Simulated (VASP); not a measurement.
# Ge2Sb: single point with PBE

Ge2Sb:

```
Ge Sb
1.0
     0.00000    3.36479    3.36479
     3.36479    0.00000    3.36479
     3.36479    3.36479    0.00000
Ge Sb
2 1
Direct
  0.75000 0.75000 0.75000
  0.50000 0.50000 0.50000
  0.00000 0.00000 0.00000
```

```
Program             : VASP 6.6.1
Task                : single point
Functional          : PBE
Potentials or basis : VASP PAW PBE potentials, release 64 (Ge_d, Sb)
Cutoff              : 520 eV
k mesh              : 12 × 12 × 12
Occupations         : gaussian, width 0.1 eV
Spin                : no spin polarisation
```

```yaml
Pressure: 0.1 GPa
```

Levels at points of the mesh, in eV from the Fermi level:
| k point | band 12 | band 13 | band 14 | band 15 | band 16 | band 17 | band 18 | band 19 | band 20 | band 21 |
| --- | --- | --- | --- | --- | --- | --- | --- | --- | --- | --- |
| (0.00, 0.00, 0.00) | -6.02 | -4.05 | -1.93 | -1.93 | -1.93 | -1.20 | -1.20 | -1.20 | 2.91 | 2.91 |
| (0.50, 0.00, 0.00) | -9.46 | -5.93 | -2.91 | -2.91 | -1.06 | -0.90 | -0.90 | 2.79 | 4.31 | 4.31 |
| (0.50, 0.50, 0.00) | -9.16 | -7.63 | -4.51 | -4.51 | -1.78 | 3.03 | 3.03 | 3.24 | 4.46 | 4.92 |

Wall time 2.2 min on 1 thread of Intel(R) Xeon(R) Platinum 8259CL CPU @ 2.50GHz (Skylake/Cascade Lake) (shared host), peak memory 0.28 GiB.

Caveat: spin-orbit coupling is left out, which moves the levels of the heavy elements.
